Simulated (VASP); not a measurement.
System: SrTiO3 (a cell with a defect).

```
O Sr Ti
1.0
     7.78282    0.00000    0.00000
     0.00000    7.78282    0.00000
     0.00000    0.00000    7.78282
O Sr Ti
24 8 8
Direct
  0.19010 0.98839 0.14115
  0.18446 0.26321 0.98178
  0.26481 0.70196 0.98312
  0.23593 0.78944 0.47609
  0.83284 0.19212 0.98660
  0.71300 0.26034 0.48373
  0.72479 0.75125 0.98137
  0.76277 0.73610 0.48274
  0.99201 0.26350 0.27349
  0.99247 0.18500 0.71207
  0.99308 0.72535 0.22259
  0.98858 0.83413 0.78497
  0.49823 0.23561 0.18505
  0.54220 0.27054 0.81336
  0.49201 0.76239 0.23995
  0.49085 0.71372 0.71372
  0.26983 0.16096 0.43174
  0.26286 0.99405 0.78956
  0.25958 0.49138 0.26255
  0.15875 0.54450 0.70453
  0.75077 0.99389 0.24974
  0.70163 0.99204 0.71105
  0.73536 0.49218 0.21309
  0.78831 0.49892 0.73886
  0.99888 0.99782 0.46067
  0.99762 0.51401 0.97602
  0.98379 0.51008 0.45947
  0.51409 0.99885 0.97706
  0.51401 0.98552 0.46625
  0.51012 0.51466 0.99031
  0.52191 0.52085 0.45425
  0.27997 0.28293 0.69350
  0.25576 0.25361 0.22087
  0.05930 0.05959 0.91552
  0.24351 0.75822 0.20865
  0.25245 0.75465 0.71852
  0.76570 0.24425 0.21715
  0.75376 0.25676 0.72205
  0.75644 0.75767 0.21823
  0.75779 0.76681 0.73149
```

Base run:

* Program: VASP 6.6.1
* Functional: PBEsol
* Potentials or basis: VASP PAW PBE potentials, release 64 (O, Sr_sv, Ti_sv)
* Cutoff: 520 eV
* k mesh: 1 × 1 × 1, shifted
* Occupations: fermi-dirac, width 0.05 eV
* Spin: no spin polarisation

Its results: band gap on the k mesh 2.87 eV; pressure 6.3 GPa; largest force 0.118 eV/Å.

**Question.** The run is repeated on the same cell with these changes: functional from PBEsol to r2SCAN; further incar settings from LREAL = Auto; ALGO = Normal; EDIFF = 1e-06; NBANDS = 186; ISYM = 0 to LREAL = Auto; ALGO = Normal; EDIFF = 1e-07; NBANDS = 186; ISYM = 0. What comes out?

**Answer.** Band gap on the k mesh 3.26 eV; pressure 9.5 GPa; largest force 0.233 eV/Å.

Caveats: the PAW data sets were made with another functional, which shifts forces and pressure a little.

A k mesh can miss the band edges.
